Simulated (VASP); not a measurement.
# Be7Te (P1) in VASP: relaxation of cell and atoms with PBE

Aim: the relaxation of cell and atoms of Be7Te with PBE.

Everything below comes from runs of VASP 6.6.1. Logs are shortened: lines on timing, memory, paths and dates and some standing lists are left out, and cuts for length are marked.

### Step 1. The cell of the first run

The typed cell holds 8 atoms: a = 3.816 Å, b = 4.329 Å, c = 5.922 Å, α = 102.55°, β = 97.43°, γ = 90.63°.

The cell was generated, and may not be a known phase.

### Step 2. Relaxation of cell and atoms, PBE

Contents of INCAR:

```
ALGO = Fast
EDIFF = 1E-6
EDIFFG = -0.01
ENCUT = 600
GGA = PE
IBRION = 2
ISIF = 3
ISMEAR = 0
LASPH = True
LCHARG = False
LREAL = False
LWAVE = False
NELM = 60
NSW = 100
PREC = Accurate
SIGMA = 0.1
```

Contents of KPOINTS:

```
k-points
0
Gamma
  8 8 6
```

Contents of POSCAR:

```
Be7Te
1.0
    3.8156698564      0.0000000000      0.0000000000
   -0.0478373900      4.3289463539      0.0000000000
   -0.7656839321     -1.2951319181      5.7279490910
Be Te
7 1
Direct
    0.4280144505      0.1503974090      0.0353557173
    0.3770966206      0.8185768852      0.6792740584
    0.3093472611      0.4706055160      0.3666011462
    0.3063084044      0.9825630559      0.3608637965
    0.4962348650      0.3053166890      0.7083344253
    0.7978714148      0.2383157842      0.3850788893
    0.8117570126      0.7563539768      0.4354996892
    0.0493346411      0.6087139138      0.9500656677
```

Potentials or basis: VASP PAW PBE potentials, release 64 (Be, Te).

Started as:

```bash
$ cat potpaw_PBE.64/Be/POTCAR potpaw_PBE.64/Te/POTCAR > POTCAR
$ mpirun -np 1 vasp_std > vasp.out
```

OUTCAR:

```text
EDIFF = 1E-6
   EDIFFG = -0.01
   ENCUT = 600
   GGA = PE
   IBRION = 2
   ISIF = 3
   ISMEAR = 0
   LASPH = True
   LREAL = False
   NELM = 60
   NSW = 100
   PREC = Accurate

 ion  position               nearest neighbor table
   1  0.428  0.150  0.035-   5 2.23   3 2.24   2 2.26   4 2.30   6 2.31   8 2.57   8 2.66
   2  0.377  0.819  0.679-   3 2.10   5 2.12   4 2.14   1 2.26   5 2.31   7 2.32   8 2.47
   3  0.309  0.471  0.367-   2 2.10   4 2.11   6 2.13   6 2.21   7 2.21   4 2.22   1 2.24   7 2.31
                             5 2.32   8 2.73
   4  0.306  0.983  0.361-   3 2.11   6 2.14   2 2.14   7 2.21   3 2.22   5 2.25   6 2.25   7 2.25
                             1 2.30   8 2.67
   5  0.496  0.305  0.708-   2 2.12   1 2.23   4 2.25   2 2.31   3 2.32   6 2.33   8 2.56   8 2.56

   6  0.798  0.238  0.385-   3 2.13   4 2.14   7 2.17   7 2.20   3 2.21   4 2.25   1 2.31   5 2.33

   7  0.812  0.756  0.435-   6 2.17   6 2.20   4 2.21   3 2.21   4 2.25   3 2.31   2 2.32
   8  0.049  0.609  0.950-   2 2.47   5 2.56   5 2.56   1 2.57   1 2.66   4 2.67   3 2.73

  LATTYP: Found a triclinic cell.
 ALAT       =     6.5326294676
 B/A-ratio  =     0.6627056812
 C/A-ratio  =     0.5840940276
 COS(alpha) =     0.0110499104
 COS(beta)  =     0.1245319861
 COS(gamma) =     0.4657570995

  Lattice vectors:

 A1 = (  -0.8135213221,   3.0338144358,   5.7279490910)
 A2 = (  -0.0478373900,   4.3289463539,   0.0000000000)
 A3 = (  -3.8156698564,   0.0000000000,   0.0000000000)

Analysis of symmetry for initial positions (statically):
=====================================================================
 Subroutine PRICEL returns:
 Original cell was already a primitive cell.

 Routine SETGRP: Setting up the symmetry group for a
 triclinic supercell.

 Subroutine GETGRP returns: Found  1 space group operations
 (whereof  1 operations were pure point group operations)
 out of a pool of  2 trial point group operations.

The static configuration has the point symmetry C_1 .

Analysis of symmetry for dynamics (positions and initial velocities):
=====================================================================
 Subroutine PRICEL returns:
 Original cell was already a primitive cell.

 Routine SETGRP: Setting up the symmetry group for a
 triclinic supercell.

 Subroutine GETGRP returns: Found  1 space group operations
 (whereof  1 operations were pure point group operations)
 out of a pool of  2 trial point group operations.

The dynamic configuration has the point symmetry C_1 .

 Subroutine INISYM returns: Found  1 space group operations
 (whereof  1 operations are pure point group operations),
 and found     1 'primitive' translations

----------------------------------------------------------------------------------------

[... 141 lines left out ...]
 maximum number of plane-waves:      3188
   NGX = 15   NGY = 17   NGZ = 23

--------------------------------------- Ionic step        1  -------------------------------------------

 number of electron      20.0000000 magnetization

 Free energy of the ion-electron system (eV)
  ---------------------------------------------------
  ext. energy  EPLUGINS =         0.00000000
  ---------------------------------------------------
  free energy    TOTEN  =       -26.83674578 eV

  energy without entropy =      -26.82804773  energy(sigma->0) =      -26.83239675

------------------------ aborting loop because EDIFF is reached ----------------------------------------

  FORCE on cell =-STRESS in cart. coord.  units (eV):
  Direction    XX          YY          ZZ          XY          YZ          ZX
  --------------------------------------------------------------------------------------
  -------------------------------------------------------------------------------------
  Total       -0.5384072      0.3567347      0.0591895     -0.0120595      0.0552089      0.0148218
  in kB       -9.1173647      6.0409291      1.0023122     -0.2042153      0.9349050      0.2509919
  external PRESSURE =      -0.6913745 kB  Pullay stress =       0.0000000 kB
[... 107 lines left out ...]
  FREE ENERGIE OF THE ION-ELECTRON SYSTEM (eV)
  ---------------------------------------------------
  free  energy   TOTEN  =       -26.8419123137 eV

  energy  without entropy=      -26.8329858915  energy(sigma->0) =      -26.83744910

[... ionic steps 4 to 14 ...]

--------------------------------------- Ionic step       15  -------------------------------------------

 number of electron      20.0000000 magnetization

------------------------ aborting loop because EDIFF is reached ----------------------------------------
[... 79 lines left out ...]
--------------------------------------- Ionic step       17  -------------------------------------------

 number of electron      20.0000000 magnetization

 Free energy of the ion-electron system (eV)
  ---------------------------------------------------
  ext. energy  EPLUGINS =         0.00000000
  ---------------------------------------------------
  free energy    TOTEN  =       -26.84695776 eV

  energy without entropy =      -26.83819949  energy(sigma->0) =      -26.84257863

 E-fermi :   6.4085     XC(G=0):  -9.9610

 val. band max:        6.4079497157   @ k =   0.0000  -0.2500   0.3333
 cond. band min:       6.4109814898   @ k =   0.0000   0.3750   0.0000
 fundamental gap:      0.0030317741
 Fermi energy:         6.4085086820

 k-point     1 :       0.0000    0.0000    0.0000
  band No.  band energies     occupation
      1      -7.0744      2.00000
      2      -1.7121      2.00000
      3      -0.6187      2.00000
      4       1.7315      2.00000
      5       2.3765      2.00000
      6       2.7769      2.00000
      7       3.3328      2.00000
      8       3.9123      2.00000
      9       4.7690      2.00000
     10       6.4399      0.65696
     11       7.2844      0.00000
     12       8.4206      0.00000
     13       8.9259      0.00000
     14       9.7573      0.00000
[... 401 lines left out ...]
      2      -1.4719      2.00000
      3      -0.3718      2.00000
      4       0.5265      2.00000
      5       1.2335      2.00000
      6       1.8047      2.00000
      7       3.0827      2.00000
      8       3.5979      2.00000
      9       4.1073      2.00000
     10       5.3728      2.00000
     11       6.1259      1.99994
     12       8.8049      0.00000
     13       9.6552      0.00000
     14      10.1275      0.00000
     15      10.8262      0.00000

 [... further k-points ...]
[... 5 lines left out ...]
  --------------------------------------------------------------------------------------
  -------------------------------------------------------------------------------------
  Total       -0.0234674     -0.0099070     -0.0064561      0.0117633     -0.0082497     -0.0024272
  in kB       -0.3977861     -0.1679305     -0.1094357      0.1993950     -0.1398376     -0.0411424
  external PRESSURE =      -0.2250508 kB  Pullay stress =       0.0000000 kB
[... 23 lines left out ...]
  FREE ENERGIE OF THE ION-ELECTRON SYSTEM (eV)
  ---------------------------------------------------
  free  energy   TOTEN  =       -26.8469577626 eV

  energy  without entropy=      -26.8381994910  energy(sigma->0) =      -26.84257863

 reached required accuracy - stopping structural energy minimisation
```

OSZICAR:

```text
N       E                     dE             d eps       ncg     rms          rms(c)
DAV:   1     0.439504149589E+02    0.43950E+02   -0.85188E+03  5880   0.124E+03
DAV:   2    -0.259857169972E+02   -0.69936E+02   -0.67541E+02  7706   0.183E+02
[... 116 lines left out ...]
  16 F= -.26846844E+02 E0= -.26842464E+02  d E =-.182390E-03
       N       E                     dE             d eps       ncg     rms          rms(c)
DAV:   1    -0.268469597874E+02   -0.11493E-03   -0.64718E-03  5894   0.506E-01    0.372E-02
RMM:   2    -0.268469591691E+02    0.61831E-06   -0.19047E-04  5880   0.941E-02    0.152E-02
RMM:   3    -0.268469576253E+02    0.15437E-05   -0.25981E-05  5929   0.370E-02    0.827E-03
RMM:   4    -0.268469577626E+02   -0.13722E-06   -0.55258E-06  5464   0.177E-02
  17 F= -.26846958E+02 E0= -.26842579E+02  d E =-.113284E-03
```

Wall time 19 min (1 thread of Intel Xeon 6975P-C (Granite Rapids), shared host); peak memory 0.48 GiB.

Results:

- Free energy: -26.8470 eV
- Relaxed volume: 11.82 Å³/atom
- Relaxed cell: a = 3.779 Å, b = 4.358 Å, c = 5.920 Å, α = 101.60°, β = 97.88°, γ = 90.46°
- Space group after relaxing (to 0.1 Å): P1 (No. 1)
- Energy gained by relaxing: 1.3 meV/atom
- Ionic steps: 17
- Pressure after relaxing: 0.0 GPa
- Largest force after relaxing: 0.010 eV/Å
- Band gap on the k mesh: zero (bands 10 and 11 overlap by 2.00 eV)

Forces on the atoms (eV/Å):
```
Be   0.004 -0.004  0.000
Be   0.001 -0.005  0.002
Be  -0.001  0.008 -0.005
Be   0.004  0.003  0.002
Be  -0.004 -0.006 -0.005
Be   0.005 -0.002  0.000
Be  -0.001  0.004  0.007
Te  -0.008  0.002 -0.001
```

The path:
| step | energy change (eV) | largest force (eV/Å) | pressure (GPa) | volume (Å³) |
| --- | --- | --- | --- | --- |
| 1 | 0.0000 | 0.1069 | -0.07 | 94.61 |
| 2 | -0.0035 | 0.0771 | -0.03 | 94.54 |
| 3 | -0.0052 | 0.0555 | 0.04 | 94.45 |
| 4 | -0.0060 | 0.0520 | 0.03 | 94.48 |
| 5 | -0.0069 | 0.0607 | 0.00 | 94.57 |
| 6 | -0.0076 | 0.0441 | -0.02 | 94.60 |
| 7 | -0.0081 | 0.0438 | -0.06 | 94.66 |
| 8 | -0.0086 | 0.0295 | 0.00 | 94.59 |
| 9 | -0.0088 | 0.0328 | 0.07 | 94.49 |
| 10 | -0.0092 | 0.0306 | 0.00 | 94.55 |
| 11 | -0.0093 | 0.0356 | -0.08 | 94.62 |
| 12 | -0.0097 | 0.0255 | -0.01 | 94.53 |
| 13 | -0.0099 | 0.0215 | 0.07 | 94.45 |
| 14 | -0.0099 | 0.0224 | 0.08 | 94.43 |
| 15 | -0.0101 | 0.0144 | -0.04 | 94.56 |
| 16 | -0.0101 | 0.0143 | -0.05 | 94.58 |
| 17 | -0.0102 | 0.0097 | -0.02 | 94.52 |

Final structure:
```
Be Te
1.0
     3.77869    0.00543   -0.01646
    -0.04134    4.35724    0.04058
    -0.78515   -1.25118    5.73255
Be Te
7 1
Cartesian
  1.5887 0.6153 0.2226
  0.8845 2.7393 3.9219
  0.8649 1.5919 2.1310
  0.8421 3.8338 2.1208
  1.2584 0.4570 4.0638
  2.7103 0.5380 2.2318
  2.7191 2.7204 2.4505
  -0.6131 1.4883 5.4523
```

Levels at points of the mesh, in eV from the Fermi level:
```
           k point  band 6  band 7  band 8  band 9  band 10  band 11  band 12  band 13  band 14  band 15
(0.00, 0.00, 0.00)   -3.63   -3.08   -2.50   -1.64     0.03     0.88     2.01     2.52     3.35     4.02
(0.50, 0.00, 0.00)   -3.64   -3.43   -2.81   -2.49    -1.99     0.43     0.94     1.80     2.34     3.40
(0.00, 0.50, 0.00)   -3.91   -2.49   -1.13   -0.73     0.74     1.30     1.48     1.89     2.98     3.51
(0.50, 0.50, 0.00)   -4.86   -4.11   -3.51   -3.11    -2.28    -0.83     0.12     4.03     4.42     6.15
(0.00, 0.00, 0.50)   -3.33   -3.05   -2.43   -1.83    -0.96     0.51     1.25     2.03     2.52     3.90
(0.50, 0.00, 0.50)   -3.43   -2.95   -2.52   -1.96    -0.95     0.19     0.70     1.23     2.10     2.46
(0.00, 0.50, 0.50)   -2.56   -2.41   -0.89   -0.52    -0.32     0.40     1.56     1.82     2.18     2.30
(0.50, 0.50, 0.50)   -5.56   -4.86   -3.68   -2.06    -1.41     0.72     1.78     2.10     2.59     4.67
```

Caveat: spin-orbit coupling is left out, which moves the levels of the heavy elements.
